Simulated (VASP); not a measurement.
Write the native input for VASP 6.6.1 that does the following.

* Task: single point
* Functional: LDA
* Potentials or basis: VASP PAW LDA potentials, release 64 (Ge_d)
* Cutoff: 520 eV
* k mesh: 18 × 18 × 18
* Occupations: fermi-dirac, width 0.1 eV
* Spin: no spin polarisation
* Dipole correction: no
* Further INCAR settings: ALGO = Normal; EDIFF = 1e-06; NBANDS = 13

The structure of Ge lies in POSCAR:

```
Ge
1.0
   -1.6480415715      1.6480415715      1.6480415715
    1.6480415715     -1.6480415715      1.6480415715
    1.6480415715      1.6480415715     -1.6480415715
Ge
1
Direct
    0.0000000000      0.0000000000      0.0000000000
```

The input as run:

INCAR

```
SYSTEM = Ge
PREC     = Accurate       ! precision mode
ENCUT    = 520            ! plane-wave cutoff, eV
EDIFF    = 1E-6           ! SCF threshold, eV
ISMEAR   = -1             ! smearing method
SIGMA    = 0.1            ! smearing width, eV
LREAL    = .False.        ! projectors in reciprocal space
LASPH    = .True.         ! aspherical terms in the spheres
NELM     = 60             ! most SCF steps
ALGO     = Normal         ! electronic algorithm
ISIF     = 2              ! what is computed and relaxed
LWAVE    = .False.        ! write WAVECAR
LCHARG   = .True.         ! write CHGCAR
GGA      = CA             ! functional
LELF     = .True.         ! ELF
LVHAR    = .True.       
NBANDS   = 13             ! bands
```

KPOINTS

```
regular mesh
0
Gamma
  18 18 18
  0 0 0
```

Potentials or basis: VASP PAW LDA potentials, release 64 (Ge_d).

Run with:

```console
$ cat potpaw_LDA.64/Ge_d/POTCAR > POTCAR
$ mpirun -np 1 vasp_std > vasp.out
```

Results of the run:

```
Pressure               : 0.2 GPa
Band gap on the k mesh : zero (band 7 reaches 16.64 eV, above the bottom of band 8 at 3.88 eV)
```

Wall time 39 s on 1 thread of Intel Xeon 8259CL, with other jobs on the host, peak memory 0.16 GiB.
